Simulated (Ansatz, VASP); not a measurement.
## Two plane-wave programs on Ga2O3

Contents of POSCAR:

```
Ga2O3
1.0
    2.4922617722      1.4389080051      4.4806388918
   -2.4922617722      1.4389080051      4.4806388918
    0.0000000000     -2.8778160102      4.4806388917
Ga O
4 6
Direct
    0.8554263242      0.8554263242      0.8554263242
    0.6445736758      0.6445736758      0.6445736758
    0.1445736758      0.1445736758      0.1445736758
    0.3554263242      0.3554263242      0.3554263242
    0.7500000000      0.4463665328      0.0536334672
    0.4463665328      0.0536334672      0.7500000000
    0.0536334672      0.7500000000      0.4463665328
    0.2500000000      0.5536334672      0.9463665328
    0.9463665328      0.2500000000      0.5536334672
    0.5536334672      0.9463665328      0.2500000000
```

INCAR.step1

```
PREC = Accurate
ENCUT = 520
ISMEAR = 0
SIGMA = 0.01
LREAL = False
LASPH = True
NELM = 60
NBANDS = 55
GGA = PE
ALGO = Normal
EDIFF = 1E-4
LWAVE = True
LCHARG = False
```

INCAR.step2

```
PREC = Accurate
ENCUT = 520
EDIFF = 1E-7
ISMEAR = 0
SIGMA = 0.01
LREAL = False
LASPH = True
NELM = 60
ALGO = Normal
ISIF = 2
LWAVE = False
LCHARG = False
METAGGA = R2SCAN
LMIXTAU = True
NBANDS = 55
ISTART = 1
```

Contents of KPOINTS:

```
regular mesh
0
Gamma
  6 6 6
```

Input for Ansatz:

```yaml
crystal:
  lattice:
    - [2.4922617722, 1.4389080051, 4.4806388918]
    - [-2.4922617722, 1.4389080051, 4.4806388918]
    - [0.0, -2.8778160102, 4.4806388917]
  atoms:
    - { symbol: Ga, position: [0.8554263242, 0.8554263242, 0.8554263242] }
    - { symbol: Ga, position: [0.6445736758, 0.6445736758, 0.6445736758] }
    - { symbol: Ga, position: [0.1445736758, 0.1445736758, 0.1445736758] }
    - { symbol: Ga, position: [0.3554263242, 0.3554263242, 0.3554263242] }
    - { symbol: O, position: [0.75, 0.4463665328, 0.0536334672] }
    - { symbol: O, position: [0.4463665328, 0.0536334672, 0.75] }
    - { symbol: O, position: [0.0536334672, 0.75, 0.4463665328] }
    - { symbol: O, position: [0.25, 0.5536334672, 0.9463665328] }
    - { symbol: O, position: [0.9463665328, 0.25, 0.5536334672] }
    - { symbol: O, position: [0.5536334672, 0.9463665328, 0.25] }
kpoints:
  mp_grid: { grid: [6, 6, 6] }
  band_path:
    path:
      - [0.0, 0.0, 0.0]
      - [0.5, 0.5, 0.5]
      - [0.7645798177, 0.2354201823, 0.5]
      - [0.5, -0.2354201823, 0.2354201823]
      - [0.5, 0.0, 0.0]
      - [0.3677100911, -0.3677100911, 0.0]
      - [0.6322899089, 0.0, 0.3677100911]
      - [0.5, 0.0, 0.5]
      - [0.0, 0.166667, -0.166667]
    npoints: 1
hamiltonian:
  xc: r2scan
scf:
  occupations: { method: fixed }
  n_extra_bands: 6
output:
  forces: true
  stress: true
  eigenvalues: true
  write_density: true
  write_potential: true
  elf: true
  volumetric_format: npy
```

Alike in both runs: task single point; functional r2SCAN; k mesh 6 × 6 × 6; no spin polarisation.

|  | VASP | Ansatz |
| --- | --- | --- |
| version | VASP 6.6.1 | Ansatz 0.2.0 |
| potentials or method | VASP PAW PBE potentials, release 64 (Ga_d, O) | plane waves, PAW |
| plane-wave cutoff (eV) | 520 | 500 |
| occupations | gaussian, width 0.01 eV | fixed |
| valence electrons in the cell | 88 | 88 |

|  | VASP | Ansatz | Ansatz less VASP |
| --- | --- | --- | --- |
| gap on the k mesh at the Fermi level (eV) | 3.54 | 3.55 | +0.007 |
| pressure (GPa) | 1.9 | 0.0 | -1.91 |
| traceless stress, the component that is largest in VASP (GPa) | -0.45 | -0.02 | +0.433 |
| rms of the force components (eV/Å) | 0.022 | 0.002 | -0.0203 |

VASP's potentials were made for PBE, not for r2SCAN. Atom by atom the forces differ by 0.021 eV/Å (rms over components).
